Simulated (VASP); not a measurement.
MgS, 2 atoms in the cell. It takes space group F-43m (No. 216, cubic). The conventional cell has a = 5.424 Å, b = 5.424 Å, c = 5.424 Å, α = 90.00°, β = 90.00°, γ = 90.00°. Within 3.1 Å of Mg (site symmetry -43m) lie 4 S at 2.35 Å. S (site symmetry -43m) has 4 Mg at 2.35 Å within 3.1 Å. 

* Program: VASP 6.6.1
* Task: single point
* Functional: r2SCAN
* Potentials or basis: VASP PAW PBE potentials, release 64 (Mg, S)
* Cutoff: 660 eV
* k mesh: 7 × 7 × 7
* Occupations: gaussian, width 0.01 eV
* Spin: no spin polarisation
* Dipole correction: no
* Further INCAR settings: ALGO = Normal; EDIFF = 1e-06; NBANDS = 11

Potentials or basis: VASP PAW PBE potentials, release 64 (Mg, S).

Run with:

```sh
$ cat potpaw_PBE.64/Mg/POTCAR potpaw_PBE.64/S/POTCAR > POTCAR
$ cp INCAR.step1 INCAR
$ mpirun -np 1 vasp_std > vasp.out
$ cp INCAR.step2 INCAR
$ mpirun -np 1 vasp_std > vasp.out
```

Hardware: 1 thread of Intel(R) Xeon(R) Platinum 8259CL CPU @ 2.50GHz (Skylake/Cascade Lake) (shared host).

Task: How long does it take, and how much memory?

Result: It took 54 s on 1 thread of Intel(R) Xeon(R) Platinum 8259CL CPU @ 2.50GHz (Skylake/Cascade Lake) (shared host), peak memory 0.18 GiB. Counts: k points 20.
